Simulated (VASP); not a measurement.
Crystal: Si2N.

```
Si N
1.0
    -2.04556    2.04556    2.39837
     2.04556   -2.04556    2.39837
     2.04556    2.04556   -2.39837
Si N
2 1
Direct
  0.75000 0.25000 0.50000
  0.25000 0.75000 0.50000
  0.00000 0.00000 0.00000
```

```yaml
Program: VASP 6.6.1
Task: relaxation of cell and atoms
Functional: PBEsol
Potentials_or_basis: VASP PAW PBE potentials, release 64 (Si, N)
Cutoff: 600 eV
k_mesh: 9 × 9 × 9
Occupations: fermi-dirac, width 0.05 eV
Spin: no spin polarisation
```

At the start: pressure -3.2 GPa; volume 13.38 Å³/atom.

Problem. How do energy, volume and symmetry change on relaxing?

Solution. Over 5 steps the energy falls by 6.0 meV/atom and the volume is 12.90 Å³/atom (-3.6 %); space group I4/mmm (No. 139, to 0.05 Å).

The path:
```
step  energy change (eV)  largest force (eV/Å)  pressure (GPa)  volume (Å³)
   1              0.0000                0.0000           -3.19        40.14
   2             -0.0167                0.0000            0.35        38.61
   3             -0.0167                0.0000            0.24        38.66
   4             -0.0180                0.0000            0.08        38.68
   5             -0.0181                0.0000           -0.01        38.69
```

Final structure:
```
CELL_PARAMETERS angstrom
-2.00807 2.00807 2.39868
2.00807 -2.00807 2.39868
2.00807 2.00807 -2.39868
ATOMIC_POSITIONS crystal
Si 0.75000 0.25000 0.50000
Si 0.25000 0.75000 0.50000
N 0.00000 0.00000 0.00000
```

Caveat: the PAW data sets were made with another functional, which shifts forces and pressure a little.
